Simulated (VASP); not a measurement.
La3Tl: electric field gradients with LDA

The system is La3Tl.

```xyz
4
Lattice="5.1592 0.0000 0.0000 0.0000 5.1592 0.0000 0.0000 0.0000 5.1592" Properties=species:S:1:pos:R:3 pbc="T T T"
La    0.0000    2.5796    2.5796
La    2.5796    0.0000    2.5796
La    2.5796    2.5796    0.0000
Tl    0.0000    0.0000    0.0000
```

```json
{"Program": "VASP 6.6.1", "Task": "electric field gradients", "Functional": "LDA", "Potentials or basis": "VASP PAW LDA potentials, release 64 (La, Tl_d)", "Cutoff": "520 eV", "k mesh": "8 × 8 × 8", "Occupations": "fermi-dirac, width 0.08 eV", "Spin": "no spin polarisation", "Dipole correction": "no", "Further INCAR settings": "ALGO = Normal; EDIFF = 1e-08; NBANDS = 31"}
```

| Item | Value |
| --- | --- |
| Pressure | -5.3 GPa |
| Band gap on the k mesh | zero (bands 23 and 24 overlap by 0.94 eV) |
| Largest electric field gradient by atom | La +107.8; Tl -0.0 V/Å² |

Levels at points of the mesh, in eV from the Fermi level:
```
           k point  band 20  band 21  band 22  band 23  band 24  band 25  band 26  band 27
(0.00, 0.00, 0.00)    -0.73    -0.73    -0.73    -0.71    -0.71     0.74     0.74     0.74
(0.50, 0.00, 0.00)    -1.17    -0.68    -0.68    -0.52     0.65     0.97     1.02     1.07
(0.50, 0.50, 0.00)    -1.38    -1.29    -0.02    -0.02     0.18     0.55     0.93     0.93
(0.50, 0.50, 0.50)    -1.05    -1.05     0.23     0.23     0.23     1.09     1.30     1.30
```

Electric field gradients, principal values (V/Å²):
```csv
atom,least,middle,greatest (by size)
1 La,-53.887,-53.887,107.774
2 La,-53.887,-53.887,107.774
3 La,-53.887,-53.887,107.774
4 Tl,0.000,0.000,0.000
```

Run time: 3.4 min on 1 thread of Intel(R) Xeon(R) Platinum 8488C (Sapphire Rapids), with other jobs on the host, peak memory 0.29 GiB.

Caveat: the cell stands under tension; without QUAD_EFG the Cq values of the log hold for a quadrupole moment of 1 mb, not for the nuclei; spin-orbit coupling is left out, which moves the levels of the heavy elements.
